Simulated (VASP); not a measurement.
# CdS (I-4m2) in VASP: a series of runs

CdS is run at these levels: PBE; tasks: single point.

All numbers are computed with VASP 6.6.1; they aren't measurements. Logs are shortened: lines on timing, memory, paths and dates and some standing lists are left out, and cuts for length are marked.

### 1 The cell of the first run

The structure is tetragonal, space group I-4m2 (No. 119). The conventional cell has a = 4.280 Å, b = 4.280 Å, c = 5.354 Å, α = 90.00°, β = 90.00°, γ = 90.00°. Cd (site symmetry -4m2) has 4 S at 2.52 Å within 3.3 Å. S (site symmetry -4m2) has 4 Cd at 2.52 Å within 3.3 Å.

### 2 Single point, PBE (strain +0.040 along x and y, -0.080 along z)

INCAR reads:

```
SYSTEM = CdS
PREC     = Accurate       ! precision mode
ENCUT    = 520            ! plane-wave cutoff, eV
EDIFF    = 1E-6           ! SCF threshold, eV
ISMEAR   = 0              ! smearing method
SIGMA    = 0.05           ! smearing width, eV
LREAL    = .FALSE.        ! projectors in reciprocal space
LASPH    = .TRUE.         ! aspherical terms in the spheres
NELM     = 100            ! most SCF steps
ALGO     = Normal         ! electronic algorithm
ISIF     = 2              ! what is computed and relaxed
LWAVE    = .FALSE.        ! write WAVECAR
LCHARG   = .FALSE.        ! write CHGCAR
GGA      = PE             ! functional
NBANDS   = 16             ! bands
```

KPOINTS reads:

```
Automatic mesh
0
G
  8 8 8
  0 0 0
```

POSCAR reads:

```
CdS
1.0
    0.0000000000      3.0264000000      2.6772000000
    3.0264000000      0.0000000000      2.6772000000
    3.0264000000      3.0264000000      0.0000000000
Cd S
1 1
Direct
    0.0000000000      0.0000000000      0.0000000000
    0.7500000000      0.7500000000      0.7500000000
```

Potentials or basis: VASP PAW PBE potentials, release 64 (Cd, S).

Command:

```console
$ cat potpaw_PBE.64/Cd/POTCAR potpaw_PBE.64/S/POTCAR > POTCAR
$ mpirun -np 1 vasp_std > vasp.out
```

OUTCAR:

```text
SYSTEM = CdS
   PREC = Accurate
   ENCUT = 520
   EDIFF = 1E-6
   ISMEAR = 0
   LREAL = .FALSE.
   LASPH = .TRUE.
   NELM = 100
   ISIF = 2
   GGA = PE

 ion  position               nearest neighbor table
   1  0.000  0.000  0.000-   2 2.52   2 2.52   2 2.52   2 2.52
   2  0.750  0.750  0.750-   1 2.52   1 2.52   1 2.52   1 2.52

  LATTYP: Found a body centered tetragonal cell.
 ALAT       =     4.2799759252
 C/A-ratio  =     1.2510350744

  Lattice vectors:

 A1 = (   0.0000000000,  -3.0264000000,  -2.6772000000)
 A2 = (   0.0000000000,   3.0264000000,  -2.6772000000)
 A3 = (   3.0264000000,   0.0000000000,   2.6772000000)

Analysis of symmetry for initial positions (statically):
=====================================================================
 Subroutine PRICEL returns:
 Original cell was already a primitive cell.

 Routine SETGRP: Setting up the symmetry group for a
 body centered tetragonal supercell.

 Subroutine GETGRP returns: Found  8 space group operations
 (whereof  8 operations were pure point group operations)
 out of a pool of 16 trial point group operations.

The static configuration has the point symmetry D_2d.

Analysis of symmetry for dynamics (positions and initial velocities):
=====================================================================
 Subroutine PRICEL returns:
 Original cell was already a primitive cell.

 Routine SETGRP: Setting up the symmetry group for a
 body centered tetragonal supercell.

 Subroutine GETGRP returns: Found  8 space group operations
 (whereof  8 operations were pure point group operations)
 out of a pool of 16 trial point group operations.

The dynamic configuration has the point symmetry D_2d.

 Subroutine INISYM returns: Found  8 space group operations
 (whereof  8 operations are pure point group operations),
 and found     1 'primitive' translations

----------------------------------------------------------------------------------------

                                     Primitive cell

  volume of cell :      49.0415

  direct lattice vectors                    reciprocal lattice vectors
     0.000000000  3.026400000  2.677200000    -0.165212794  0.165212794  0.186762289
     3.026400000  0.000000000  2.677200000     0.165212794 -0.165212794  0.186762289
     3.026400000  3.026400000  0.000000000     0.165212794  0.165212794 -0.186762289

  length of vectors
     4.040605994  4.040605994  4.279975925     0.299116511  0.299116511  0.299116511

  position of ions in fractional coordinates (direct lattice)
     0.000000000  0.000000000  0.000000000
     0.750000000  0.750000000  0.750000000

  ion indices of the primitive-cell ions
   primitive index   ion index
                 1           1
                 2           2

----------------------------------------------------------------------------------------

 KPOINTS: Automatic mesh

Automatic generation of k-mesh.
 Grid dimensions read from file:
 generate k-points for:    8    8    8

 Generating k-lattice:

  Cartesian coordinates                     Fractional coordinates (reciprocal lattice)
    -0.020651599  0.020651599  0.023345286     0.125000000  0.000000000  0.000000000
     0.020651599 -0.020651599  0.023345286     0.000000000  0.125000000  0.000000000
     0.020651599  0.020651599 -0.023345286     0.000000000  0.000000000  0.125000000

  Length of vectors
     0.037389564  0.037389564  0.037389564

  Shift w.r.t. Gamma in fractional coordinates (k-lattice)
     0.000000000  0.000000000  0.000000000

 Subroutine IBZKPT returns following result:
 ===========================================

 Found     59 irreducible k-points:

 Following reciprocal coordinates:
            Coordinates               Weight
  0.000000  0.000000  0.000000      1.000000
  0.125000  0.000000  0.000000      8.000000
  0.250000  0.000000  0.000000      8.000000
  0.375000 -0.000000  0.000000      8.000000
  0.500000  0.000000  0.000000      4.000000
  0.125000  0.125000  0.000000      2.000000
[... 16 lines left out ...]
  0.250000 -0.000000  0.125000     16.000000
  0.375000 -0.000000  0.125000     16.000000
 [... further k-points ...]
   k-points           NKPTS =     59   k-points in BZ     NKDIM =     59   number of bands    NBANDS=     16
   number of dos      NEDOS =    301   number of ions     NIONS =      2
   total plane-waves  NPLWV =  28800
   dimension x,y,z NGX =    30 NGY =   30 NGZ =   32
   dimension x,y,z NGXF=    60 NGYF=   60 NGZF=   64
   ions per type =               1   1
   NGX,Y,Z   is equivalent  to a cutoff of  12.34, 12.34, 12.43 a.u.
   NGXF,Y,Z  is equivalent  to a cutoff of  24.69, 24.69, 24.86 a.u.
 SYSTEM =  CdS
   PREC   = accura    normal or accurate (medium, high low for compatibility)
   ISTART =      0    job   : 0-new  1-cont  2-samecut
   ICHARG =      2    charge: 1-file 2-atom 10-const
   ISPIN  =      1    spin polarized calculation?
   LNONCOLLINEAR =      F non collinear calculations
   LSORBIT =      F    spin-orbit coupling
   LASPH  =      T    aspherical Exc in radial PAW
   ENCUT  =  520.0 eV  38.22 Ry    6.18 a.u.   7.51  7.51  7.96*2*pi/ulx,y,z
   NELM   =    100;   NELMIN=  2; NELMDL= -5     # of ELM steps
   EDIFF  = 0.1E-05   stopping-criterion for ELM
   LREAL  =      F    real-space projection
   EDIFFG = 0.1E-04   stopping-criterion for IOM
   NSW    =      0    number of steps for IOM
   IBRION =     -1    ionic relax: 0-MD 1-quasi-New 2-CG
   NFREE  =      0    steps in history (QN), initial steepest desc. (CG)
   ISIF   =      2    stress and relaxation
   ISYM   =      2    0-nonsym 1-usesym 2-fastsym
   POTIM  = 0.5000    time-step for ionic-motion
   TEBEG  =    0.0;   TEEND  =   0.0 temperature during run
   PSTRESS=    0.0 pullay stress
   NELECT =      18.0000    total number of electrons
   NUPDOWN=      -1.0000    fix difference up-down
   EMIN   =  10.00;   EMAX   =-10.00  energy-range for DOS
   EFERMI =   0.00;   METHOD = LEGACY
   ISMEAR =     0;   SIGMA  =   0.05  broadening in eV -4-tet -1-fermi 0-gaus
   EFERMI_NEDOS =   21; number of points for ismear=-14 and -15
   IALGO  =     38    algorithm
   IMIX   =      4    mixing-type and parameters
     AMIX     =   0.40;   BMIX     =  1.00
     AMIX_MAG =   1.60;   BMIX_MAG =  1.00
  volume/ion in A,a.u.               =      24.52       165.47
  Fermi-wavevector in a.u.,A,eV,Ry     =   1.172136  2.215015 18.693069  1.373902
  Thomas-Fermi vector in A             =   2.308569
   LORBIT       =      0    0 simple, 1 ext, 2 COOP (PROOUT), +10 PAW based schemes
   GGA     = PE    functional components
   LHFCALC =     F    Hartree Fock is set to
   AEXX    =    0.0000 exact exchange contribution
   IVDW    =     0    specifies the selected vdW correction
   LEPSILON=     F    determine dielectric tensor
   LRPA    =     F    only Hartree local field effects (RPA)
 non-spin polarized calculation
 Gauss-broadening in eV      SIGMA  =   0.05
  energy-cutoff  :      520.00
  volume of cell :       49.04
 maximum number of plane-waves:      1337
   NGX = 15   NGY = 15   NGZ = 15

 number of electron      18.0000003 magnetization

 Free energy of the ion-electron system (eV)
  ---------------------------------------------------
  ext. energy  EPLUGINS =         0.00000000
  ---------------------------------------------------
  free energy    TOTEN  =        -6.08949304 eV

  energy without entropy =       -6.08949304  energy(sigma->0) =       -6.08949304

 E-fermi :   1.8662     XC(G=0):  -9.2198

 val. band max:        1.5777369584   @ k =   0.0000   0.0000   0.0000
 cond. band min:       2.5462806533   @ k =   0.0000   0.0000   0.0000
 fundamental gap:      0.9685436949
 Fermi energy:         1.8661704505

 k-point     1 :       0.0000    0.0000    0.0000
  band No.  band energies     occupation
      1     -11.0032      2.00000
      2      -6.3614      2.00000
      3      -6.3614      2.00000
      4      -6.3004      2.00000
      5      -5.8956      2.00000
      6      -5.8426      2.00000
[... 8 lines left out ...]
     15      12.7016      0.00000
     16      13.4017      0.00000

 k-point     2 :       0.1250    0.0000    0.0000
  band No.  band energies     occupation
      1     -10.9380      2.00000
      2      -6.3404      2.00000
      3      -6.3239      2.00000
      4      -6.2659      2.00000
      5      -5.8913      2.00000
      6      -5.8465      2.00000
[... 8 lines left out ...]
     15      12.3144      0.00000
     16      13.7354      0.00000

 k-point     3 :       0.2500    0.0000    0.0000
  band No.  band energies     occupation
      1     -10.7794      2.00000
      2      -6.2987      2.00000
      3      -6.2528      2.00000
      4      -6.1071      2.00000
      5      -5.8689      2.00000
      6      -5.8472      2.00000
[... 8 lines left out ...]
     15      11.8818      0.00000
     16      13.4497      0.00000

 k-point     4 :       0.3750   -0.0000    0.0000
  band No.  band energies     occupation
      1     -10.6205      2.00000
      2      -6.2719      2.00000
      3      -6.2030      2.00000
      4      -5.8862      2.00000
      5      -5.8267      2.00000
      6      -5.7247      2.00000
[... 8 lines left out ...]
     15      13.1102      0.00000
     16      13.2929      0.00000
[... 324 lines left out ...]
 k-point    22 :       0.1250    0.0000    0.1250
  band No.  band energies     occupation
      1     -10.9212      2.00000
      2      -6.3213      2.00000
      3      -6.3205      2.00000
      4      -6.2549      2.00000
      5      -5.9031      2.00000
      6      -5.8415      2.00000
[... 8 lines left out ...]
     15      12.7321      0.00000
     16      14.0756      0.00000

 k-point    23 :       0.2500   -0.0000    0.1250
  band No.  band energies     occupation
      1     -10.7970      2.00000
      2      -6.2904      2.00000
      3      -6.2331      2.00000
      4      -6.1607      2.00000
      5      -5.9033      2.00000
      6      -5.8342      2.00000
[... 8 lines left out ...]
     15      12.6146      0.00000
     16      14.6477      0.00000

 k-point    24 :       0.3750   -0.0000    0.1250
  band No.  band energies     occupation
      1     -10.6383      2.00000
      2      -6.2617      2.00000
      3      -6.1746      2.00000
      4      -5.9326      2.00000
      5      -5.8698      2.00000
      6      -5.7752      2.00000
[... 8 lines left out ...]
     15      12.9401      0.00000
     16      14.1266      0.00000

 [... further k-points ...]
[... 5 lines left out ...]
  --------------------------------------------------------------------------------------
  -------------------------------------------------------------------------------------
  Total        0.9462821      0.9462821      1.3598960      0.0000000      0.0000000      0.0000000
  in kB       30.9148917     30.9148917     44.4275963      0.0000000      0.0000000      0.0000000
  external PRESSURE =      35.4191266 kB  Pullay stress =       0.0000000 kB

 VOLUME and BASIS-vectors are now :
 -----------------------------------------------------------------------------
  energy-cutoff  :      520.00
  volume of cell :       49.04
      direct lattice vectors                 reciprocal lattice vectors
     0.000000000  3.026400000  2.677200000    -0.165212794  0.165212794  0.186762289
     3.026400000  0.000000000  2.677200000     0.165212794 -0.165212794  0.186762289
     3.026400000  3.026400000  0.000000000     0.165212794  0.165212794 -0.186762289

 POSITION                                       TOTAL-FORCE (eV/Angst)
 -----------------------------------------------------------------------------------
      0.00000      0.00000      0.00000         0.000000      0.000000      0.000000
      4.53960      4.53960      4.01580        -0.000000     -0.000000     -0.000000
 -----------------------------------------------------------------------------------
    total drift:                               -0.000001     -0.000001     -0.000003

  FREE ENERGIE OF THE ION-ELECTRON SYSTEM (eV)
  ---------------------------------------------------
  free  energy   TOTEN  =        -6.0894930383 eV

  energy  without entropy=       -6.0894930383  energy(sigma->0) =       -6.08949304
```

It took 25 s on 1 thread of AMD EPYC 9R45 (Zen 5), shared host; peak memory 0.17 GiB.

What came out:

```yaml
Free_energy: -6.0895 eV
Pressure: 3.5 GPa
Band_gap_on_the_k_mesh: 0.97 eV, direct
```

Caveat: the cell differs from its parent crystal (strain +0.040 along x and y, -0.080 along z).

(Continued in part 2 of 2.)
